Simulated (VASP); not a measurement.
# GeSbTe3 (R3m) in VASP: further runs

The runs below take GeSbTe3 through single point, with PBE.

All numbers are computed with VASP 6.6.1; they aren't measurements. Logs are shortened: lines on timing, memory, paths and dates and some standing lists are left out, and cuts for length are marked.

## Step 1: The cell of the first run

Symmetry: R3m, No. 160, trigonal system. Conventional cell: a = 4.030 Å, b = 4.030 Å, c = 31.202 Å, α = 90.00°, β = 90.00°, γ = 120.00°. Ge (site symmetry 3m) has 6 Te at 2.77 to 3.11 Å within 3.7 Å. Sb (site symmetry 3m) has 6 Te at 2.96 to 3.05 Å and 6 Sb at 4.03 Å within 4.1 Å. Within 4.5 Å of Te (site symmetry 3m) lie 3 Sb at 3.05 Å and 3 Ge at 3.11 Å and 12 Te at 4.03 to 4.45 Å. Te (site symmetry 3m) has 3 Sb at 2.96 Å and 9 Te at 3.83 to 4.03 Å within 4.1 Å. Within 4.3 Å of Te (site symmetry 3m) lie 3 Ge at 2.77 Å and 12 Te at 3.83 to 4.26 Å.

## Step 2: Single point, PBE (strain -0.030 along x and y, +0.000 along z)

Contents of INCAR:

```
SYSTEM = GeSbTe3
PREC = Accurate
ENCUT = 500
EDIFF = 1E-6
ISMEAR = 0
SIGMA = 0.15
LREAL = .False.
LASPH = .True.
NELM = 120
ALGO = Normal
ISIF = 2
LWAVE = .False.
LCHARG = .True.
GGA = PE
LELF = .True.
LVHAR = .True.
NBANDS = 26
GGA_COMPAT = .False.
```

Contents of KPOINTS:

```
regular mesh
0
Gamma
  12 12 12
  0 0 0
```

Contents of POSCAR:

```
GeSbTe3
1.0
    2.0151405988      1.1634419671     10.4005661508
   -2.0151405988      1.1634419671     10.4005661508
    0.0000000000     -2.3268839343     10.4005661508
Ge Sb Te
1 1 3
Direct
    0.5998296922      0.5998296922      0.5998296922
    0.3954376019      0.3954376019      0.3954376019
    0.9991310257      0.9991310257      0.9991310257
    0.7874280286      0.7874280286      0.7874280286
    0.2181746516      0.2181746516      0.2181746516
```

Potentials or basis: VASP PAW PBE potentials, release 64 (Ge_d, Sb, Te).

On the command line:

```
$ cat potpaw_PBE.64/Ge_d/POTCAR potpaw_PBE.64/Sb/POTCAR potpaw_PBE.64/Te/POTCAR > POTCAR
$ mpirun -np 1 vasp_std > vasp.out
```

OUTCAR:

```text
SYSTEM = GeSbTe3
   PREC = Accurate
   ENCUT = 500
   EDIFF = 1E-6
   ISMEAR = 0
   LREAL = .False.
   LASPH = .True.
   NELM = 120
   ISIF = 2
   GGA = PE

 ion  position               nearest neighbor table
   1  0.600  0.600  0.600-   5 2.77   5 2.77   5 2.77   3 3.11   3 3.11   3 3.11
   2  0.395  0.395  0.395-   4 2.96   4 2.96   4 2.96   3 3.05   3 3.05   3 3.05
   3  0.999  0.999  0.999-   2 3.05   2 3.05   2 3.05   1 3.11   1 3.11   1 3.11
   4  0.787  0.787  0.787-   2 2.96   2 2.96   2 2.96
   5  0.218  0.218  0.218-   1 2.77   1 2.77   1 2.77

  LATTYP: Found a trigonal (rhomboedric) cell.
 ALAT       =    10.6576810377
 COS(alpha) =     0.9284984817

  Lattice vectors:

 A1 = (   2.0151405988,   1.1634419671,  10.4005661508)
 A2 = (  -2.0151405988,   1.1634419671,  10.4005661508)
 A3 = (   0.0000000000,  -2.3268839343,  10.4005661508)

Analysis of symmetry for initial positions (statically):
=====================================================================
 Subroutine PRICEL returns:
 Original cell was already a primitive cell.

 Routine SETGRP: Setting up the symmetry group for a
 trigonal (rhombohedral) supercell.

 Subroutine GETGRP returns: Found  6 space group operations
 (whereof  6 operations were pure point group operations)
 out of a pool of 12 trial point group operations.

The static configuration has the point symmetry C_3v.

Analysis of symmetry for dynamics (positions and initial velocities):
=====================================================================
 Subroutine PRICEL returns:
 Original cell was already a primitive cell.

 Routine SETGRP: Setting up the symmetry group for a
 trigonal (rhombohedral) supercell.

 Subroutine GETGRP returns: Found  6 space group operations
 (whereof  6 operations were pure point group operations)
 out of a pool of 12 trial point group operations.

The dynamic configuration has the point symmetry C_3v.

 Subroutine INISYM returns: Found  6 space group operations
 (whereof  6 operations are pure point group operations),
 and found     1 'primitive' translations

----------------------------------------------------------------------------------------

                                     Primitive cell

  volume of cell :     146.3047

  direct lattice vectors                    reciprocal lattice vectors
     2.015140599  1.163441967 10.400566151     0.248121645  0.143253098  0.032049537
    -2.015140599  1.163441967 10.400566151    -0.248121645  0.143253098  0.032049537
     0.000000000 -2.326883934 10.400566151     0.000000000 -0.286506197  0.032049537

  length of vectors
    10.657681038 10.657681038 10.657681038     0.288293208  0.288293208  0.288293208

  position of ions in fractional coordinates (direct lattice)
     0.599829692  0.599829692  0.599829692
     0.395437602  0.395437602  0.395437602
     0.999131026  0.999131026  0.999131026
     0.787428029  0.787428029  0.787428029
     0.218174652  0.218174652  0.218174652

  ion indices of the primitive-cell ions
   primitive index   ion index
                 1           1
                 2           2
                 3           3
                 4           4
                 5           5

----------------------------------------------------------------------------------------

 KPOINTS: regular mesh

Automatic generation of k-mesh.
 Grid dimensions read from file:
 generate k-points for:   12   12   12

 Generating k-lattice:

  Cartesian coordinates                     Fractional coordinates (reciprocal lattice)
     0.020676804  0.011937758  0.002670795     0.083333333  0.000000000  0.000000000
    -0.020676804  0.011937758  0.002670795     0.000000000  0.083333333  0.000000000
     0.000000000 -0.023875516  0.002670795     0.000000000  0.000000000  0.083333333

  Length of vectors
     0.024024434  0.024024434  0.024024434

  Shift w.r.t. Gamma in fractional coordinates (k-lattice)
     0.000000000  0.000000000  0.000000000

 Subroutine IBZKPT returns following result:
 ===========================================

 Found    189 irreducible k-points:

 Following reciprocal coordinates:
            Coordinates               Weight
  0.000000  0.000000  0.000000      1.000000
  0.083333 -0.000000 -0.000000      6.000000
  0.166667 -0.000000 -0.000000      6.000000
  0.250000 -0.000000 -0.000000      6.000000
  0.333333 -0.000000  0.000000      6.000000
  0.416667 -0.000000  0.000000      6.000000
[... 16 lines left out ...]
  0.500000  0.166667  0.000000     12.000000
 -0.416667  0.166667  0.000000     12.000000
 [... further k-points ...]
   k-points           NKPTS =    189   k-points in BZ     NKDIM =    189   number of bands    NBANDS=     26
   number of dos      NEDOS =    301   number of ions     NIONS =      5
   total plane-waves  NPLWV = 512000
   dimension x,y,z NGX =    80 NGY =   80 NGZ =   80
   dimension x,y,z NGXF=   160 NGYF=  160 NGZF=  160
   ions per type =               1   1   3
   NGX,Y,Z   is equivalent  to a cutoff of  12.48, 12.48, 12.48 a.u.
   NGXF,Y,Z  is equivalent  to a cutoff of  24.96, 24.96, 24.96 a.u.
 SYSTEM =  GeSbTe3
   PREC   = accura    normal or accurate (medium, high low for compatibility)
   ISTART =      0    job   : 0-new  1-cont  2-samecut
   ICHARG =      2    charge: 1-file 2-atom 10-const
   ISPIN  =      1    spin polarized calculation?
   LNONCOLLINEAR =      F non collinear calculations
   LSORBIT =      F    spin-orbit coupling
   LASPH  =      T    aspherical Exc in radial PAW
   ENCUT  =  500.0 eV  36.75 Ry    6.06 a.u.  19.43 19.43 19.43*2*pi/ulx,y,z
   NELM   =    120;   NELMIN=  2; NELMDL= -5     # of ELM steps
   EDIFF  = 0.1E-05   stopping-criterion for ELM
   LREAL  =      F    real-space projection
   EDIFFG = 0.1E-04   stopping-criterion for IOM
   NSW    =      0    number of steps for IOM
   IBRION =     -1    ionic relax: 0-MD 1-quasi-New 2-CG
   NFREE  =      0    steps in history (QN), initial steepest desc. (CG)
   ISIF   =      2    stress and relaxation
   ISYM   =      2    0-nonsym 1-usesym 2-fastsym
   POTIM  = 0.5000    time-step for ionic-motion
   TEBEG  =    0.0;   TEEND  =   0.0 temperature during run
   PSTRESS=    0.0 pullay stress
   NELECT =      37.0000    total number of electrons
   NUPDOWN=      -1.0000    fix difference up-down
   EMIN   =  10.00;   EMAX   =-10.00  energy-range for DOS
   EFERMI =   0.00;   METHOD = LEGACY
   ISMEAR =     0;   SIGMA  =   0.15  broadening in eV -4-tet -1-fermi 0-gaus
   EFERMI_NEDOS =   21; number of points for ismear=-14 and -15
   IALGO  =     38    algorithm
   IMIX   =      4    mixing-type and parameters
     AMIX     =   0.40;   BMIX     =  1.00
     AMIX_MAG =   1.60;   BMIX_MAG =  1.00
  volume/ion in A,a.u.               =      29.26       197.46
  Fermi-wavevector in a.u.,A,eV,Ry     =   1.035276  1.956387 14.582663  1.071796
  Thomas-Fermi vector in A             =   2.169611
   LORBIT       =      0    0 simple, 1 ext, 2 COOP (PROOUT), +10 PAW based schemes
   GGA     = PE    functional components
   LHFCALC =     F    Hartree Fock is set to
   AEXX    =    0.0000 exact exchange contribution
   IVDW    =     0    specifies the selected vdW correction
   LEPSILON=     F    determine dielectric tensor
   LRPA    =     F    only Hartree local field effects (RPA)
 non-spin polarized calculation
 Gauss-broadening in eV      SIGMA  =   0.15
  energy-cutoff  :      500.00
  volume of cell :      146.30
 maximum number of plane-waves:      3755
 NGX is ok and might be reduce to    80
   NGX = 39   NGY = 39   NGZ = 39

 number of electron      37.0000007 magnetization

 Free energy of the ion-electron system (eV)
  ---------------------------------------------------
  ext. energy  EPLUGINS =         0.00000000
  ---------------------------------------------------
  free energy    TOTEN  =       -18.34707345 eV

  energy without entropy =      -18.32412866  energy(sigma->0) =      -18.33560106

 E-fermi :   6.3427     XC(G=0):  -9.5816

 val. band max:        6.3426522084   @ k =  -0.2500   0.2500   0.0000
 cond. band min:       6.3428670887   @ k =  -0.1667   0.0833   0.0000
 fundamental gap:      0.0002148803
 Fermi energy:         6.3427380078

 k-point     1 :       0.0000    0.0000    0.0000
  band No.  band energies     occupation
      1     -18.2335      2.00000
      2     -18.2335      2.00000
      3     -18.2278      2.00000
      4     -18.2207      2.00000
      5     -18.2207      2.00000
      6      -6.9028      2.00000
[... 18 lines left out ...]
     25       9.3940      0.00000
     26      11.1148      0.00000

 k-point     2 :       0.0833   -0.0000   -0.0000
  band No.  band energies     occupation
      1     -18.2338      2.00000
      2     -18.2334      2.00000
      3     -18.2276      2.00000
      4     -18.2207      2.00000
      5     -18.2205      2.00000
      6      -6.8288      2.00000
[... 18 lines left out ...]
     25       9.7391      0.00000
     26      11.2791      0.00000

 k-point     3 :       0.1667   -0.0000   -0.0000
  band No.  band energies     occupation
      1     -18.2348      2.00000
      2     -18.2333      2.00000
      3     -18.2271      2.00000
      4     -18.2208      2.00000
      5     -18.2198      2.00000
      6      -6.6093      2.00000
[... 18 lines left out ...]
     25      10.4373      0.00000
     26      11.0100      0.00000

 k-point     4 :       0.2500   -0.0000   -0.0000
  band No.  band energies     occupation
      1     -18.2361      2.00000
      2     -18.2331      2.00000
      3     -18.2264      2.00000
      4     -18.2209      2.00000
      5     -18.2188      2.00000
      6      -6.2524      2.00000
[... 18 lines left out ...]
     25      10.5881      0.00000
     26      11.2616      0.00000
[... 496 lines left out ...]
      1     -18.2373      2.00000
      2     -18.2336      2.00000
      3     -18.2255      2.00000
      4     -18.2206      2.00000
      5     -18.2179      2.00000
      6      -5.5685      2.00000
[... 18 lines left out ...]
     25      10.9488      0.00000
     26      11.4295      0.00000

 k-point    23 :       0.5000    0.1667    0.0000
  band No.  band energies     occupation
      1     -18.2379      2.00000
      2     -18.2337      2.00000
      3     -18.2252      2.00000
      4     -18.2204      2.00000
      5     -18.2175      2.00000
      6      -5.0409      2.00000
[... 18 lines left out ...]
     25      10.7953      0.00000
     26      11.1247      0.00000

 k-point    24 :      -0.4167    0.1667    0.0000
  band No.  band energies     occupation
      1     -18.2381      2.00000
      2     -18.2338      2.00000
      3     -18.2251      2.00000
      4     -18.2202      2.00000
      5     -18.2174      2.00000
      6      -4.6506      2.00000
[... 18 lines left out ...]
     25      10.5674      0.00000
     26      10.9164      0.00000

 [... further k-points ...]

------------------------ aborting loop because EDIFF is reached ----------------------------------------

  FORCE on cell =-STRESS in cart. coord.  units (eV):
  Direction    XX          YY          ZZ          XY          YZ          ZX
  --------------------------------------------------------------------------------------
  -------------------------------------------------------------------------------------
  Total        3.2421773      3.2421773      2.2202047      0.0000000     -0.0000000      0.0000000
  in kB       35.5049610     35.5049610     24.3133777      0.0000000     -0.0000000      0.0000000
  external PRESSURE =      31.7744332 kB  Pullay stress =       0.0000000 kB

 VOLUME and BASIS-vectors are now :
 -----------------------------------------------------------------------------
  energy-cutoff  :      500.00
  volume of cell :      146.30
      direct lattice vectors                 reciprocal lattice vectors
     2.015140599  1.163441967 10.400566151     0.248121645  0.143253098  0.032049537
    -2.015140599  1.163441967 10.400566151    -0.248121645  0.143253098  0.032049537
     0.000000000 -2.326883934 10.400566151     0.000000000 -0.286506197  0.032049537

 POSITION                                       TOTAL-FORCE (eV/Angst)
 -----------------------------------------------------------------------------------
      0.00000     -0.00000     18.71571         0.000000     -0.000000      0.203452
      0.00000     -0.00000     12.33832         0.000000      0.000000     -0.116747
      0.00000     -0.00000     31.17458         0.000000      0.000000     -0.148573
      0.00000     -0.00000     24.56909         0.000000     -0.000000      0.325204
      0.00000     -0.00000      6.80742         0.000000      0.000000     -0.263336
 -----------------------------------------------------------------------------------
    total drift:                                0.000000      0.000000      0.000470

  FREE ENERGIE OF THE ION-ELECTRON SYSTEM (eV)
  ---------------------------------------------------
  free  energy   TOTEN  =       -18.3470734542 eV

  energy  without entropy=      -18.3241286617  energy(sigma->0) =      -18.33560106
```

Wall time 28 min (1 thread of Intel Xeon 6975P-C (Granite Rapids), shared host); peak memory 1.4 GiB.

What came out:

```yaml
Free_energy: -18.3471 eV
Pressure: 3.2 GPa
Largest_force: 0.325 eV/Å
Band_gap_on_the_k_mesh: zero (an odd number of electrons rules out a gap without spin polarisation)
```

Forces on the atoms (eV/Å):
```
Ge   0.000  0.000  0.203
Sb   0.000  0.000 -0.117
Te   0.000  0.000 -0.149
Te   0.000  0.000  0.325
Te   0.000  0.000 -0.263
```

Caveat: the cell differs from its parent crystal (strain -0.030 along x and y, +0.000 along z); the cell stands under pressure; spin-orbit coupling is left out, which moves the levels of the heavy elements.

(Continued in part 2 of 2.)
